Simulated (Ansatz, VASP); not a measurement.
**SnO2: VASP beside Ansatz**

File INCAR:

```
ALGO = Normal
EDIFF = 1E-6
ENCUT = 520
GGA = PE
ISIF = 2
ISMEAR = -1
LASPH = T
LCHARG = F
LREAL = F
LWAVE = F
NBANDS = 35
NELM = 80
PREC = Accurate
SIGMA = 0.03
```

KPOINTS

```
k-points
0
Gamma
  4 4 6
```

Contents of POSCAR:

```
SnO2
1.0
    4.7373500000      0.0000000000      0.0000000000
    0.0000000000      4.7373500000      0.0000000000
    0.0000000000      0.0000000000      3.2182640000
Sn O
2 4
Direct
    0.0000000000      0.0000000000      0.0000000000
    0.5000000000      0.5000000000      0.5000000000
    0.3056200000      0.3056200000      0.0000000000
    0.1943800000      0.8056200000      0.5000000000
    0.6943800000      0.6943800000      0.0000000000
    0.8056200000      0.1943800000      0.5000000000
```

Input for Ansatz:

```yaml
crystal:
  lattice:
    - [4.73735, 0.0, 0.0]
    - [0.0, 4.73735, 0.0]
    - [0.0, 0.0, 3.218264]
  atoms:
    - { symbol: Sn, position: [0.0, 0.0, 0.0] }
    - { symbol: Sn, position: [0.5, 0.5, 0.5] }
    - { symbol: O, position: [0.30562, 0.30562, 0.0] }
    - { symbol: O, position: [0.19438, 0.80562, 0.5] }
    - { symbol: O, position: [0.69438, 0.69438, 0.0] }
    - { symbol: O, position: [0.80562, 0.19438, 0.5] }
kpoints:
  mp_grid: { grid: [4, 4, 6] }
  band_path:
    path:
      - [0.0, 0.0, 0.0]
      - [0.0, 0.5, 0.0]
      - [0.5, 0.5, 0.0]
      - [0.0, 0.0, 0.0]
      - [0.0, 0.0, 0.5]
      - [0.0, 0.5, 0.5]
      - [0.5, 0.5, 0.5]
      - [0.0, 0.0, 0.5]
      - [0.0, 0.5, 0.0]
    npoints: 5
scf:
  occupations: { method: fermi_dirac, width: 0.03 }
hamiltonian:
  xc: pbe
  pseudopotentials: { kind: all_electron, lapw: { basis_error: 0.001 } }
output:
  forces: true
  stress: true
  eigenvalues: true
```

Change from the starting cell: zz strain of +1 %.

Alike in both runs: task single point; functional PBE; k mesh 4 × 4 × 6; occupations fermi-dirac, width 0.03 eV; no spin polarisation.

|  | VASP | Ansatz |
| --- | --- | --- |
| version | VASP 6.6.1 | Ansatz 0.2.0 |
| potentials or method | VASP PAW PBE potentials, release 64 (Sn_d, O), cutoff 520 eV | all-electron LAPW, scalar-relativistic |

Ansatz gave:

| Property | Result |
| --- | --- |
| gap on the k mesh at the Fermi level (eV) | 1.11 |
| pressure (GPa) | 8.1 |
| traceless stress, the component that is largest in VASP (GPa) | -0.37 |
| rms of the force components (eV/Å) | 0.020 |

Which values does VASP return?

gap on the k mesh at the Fermi level (eV): 1.09; pressure (GPa): 8.8; traceless stress, the component that is largest in VASP (GPa): -0.17; rms of the force components (eV/Å): 0.013.

Atom by atom the forces differ by 0.007 eV/Å (rms over components). Ansatz ran all-electron here, and VASP with PAW potentials.
